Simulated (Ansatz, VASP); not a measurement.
## Cd5Se in VASP and in Ansatz

File INCAR:

```
ALGO = Normal
EDIFF = 1E-6
EDIFFG = -0.04
ENCUT = 600
GGA = PE
IBRION = 2
ISIF = 3
ISMEAR = 0
LASPH = T
LCHARG = F
LREAL = F
LWAVE = F
NELM = 60
NSW = 90
PREC = Accurate
SIGMA = 0.1
```

File KPOINTS:

```
k-points
0
Gamma
  3 3 3
```

The input POSCAR:

```
Cd5Se
1.0
    3.2522053300      1.8776616200      4.7268386700
   -3.2522053300      1.8776616200      4.7268386700
    0.0000000000     -3.7553232400      4.7268386700
Cd Se
5 1
Direct
    0.0000000000      0.0000000000      0.5000000000
    0.5000000000      0.0000000000      0.0000000000
    0.0000000000      0.5000000000      0.0000000000
    0.4056443100      0.4056443100      0.4056443100
    0.5943556900      0.5943556900      0.5943556900
    0.0000000000      0.0000000000      0.0000000000
```

Input for Ansatz:

```yaml
crystal:
  lattice:
    - [3.25220533, 1.87766162, 4.72683867]
    - [-3.25220533, 1.87766162, 4.72683867]
    - [0.0, -3.75532324, 4.72683867]
  atoms:
    - { symbol: Cd, position: [0.0, 0.0, 0.5] }
    - { symbol: Cd, position: [0.5, 0.0, 0.0] }
    - { symbol: Cd, position: [0.0, 0.5, 0.0] }
    - { symbol: Cd, position: [0.40564431, 0.40564431, 0.40564431] }
    - { symbol: Cd, position: [0.59435569, 0.59435569, 0.59435569] }
    - { symbol: Se, position: [0.0, 0.0, 0.0] }
basis:
  ecutwfc: 420
kpoints:
  mp_grid: { grid: [3, 3, 3] }
hamiltonian:
  xc: pbe
scf:
  occupations: { method: gaussian, width: 0.1 }
  lower_state_search: "off"
output:
  forces: true
  stress: true
  eigenvalues: true
relax:
  adjacent_minimum: "off"
  f_tol: 0.04
  max_steps: 70
  cell: { stress_tol: 0.4 }
```

Alike in both runs: task relaxation of cell and atoms; functional PBE; k mesh 3 × 3 × 3; occupations gaussian, width 0.1 eV; no spin polarisation.

```csv
,VASP,Ansatz
version,VASP 6.6.1,Ansatz 0.2.0
potentials or method,"VASP PAW PBE potentials, release 64 (Cd, Se), cutoff 600 eV","scalar-relativistic, plane waves, PAW"
valence electrons in the cell,66,116
```

|  | VASP | Ansatz | Ansatz less VASP |
| --- | --- | --- | --- |
| gap on the k mesh at the Fermi level, each at its own relaxed structure (eV) | none | none | - |
| relaxed volume (Å³/atom) | 25.31 | 25.18 | -0.138 |
| relaxed length of the cell vector where the two differ most in proportion (Å) | 5.571 | 5.561 | -0.0103 |

A gap of «none» marks a metal or a gap that the smearing closes. VASP's potentials hold 66 valence electrons a cell and Ansatz's 116, so a difference there can come from the potentials and not from the codes.

The k mesh is coarse, so the values compare programs but aren't converged.
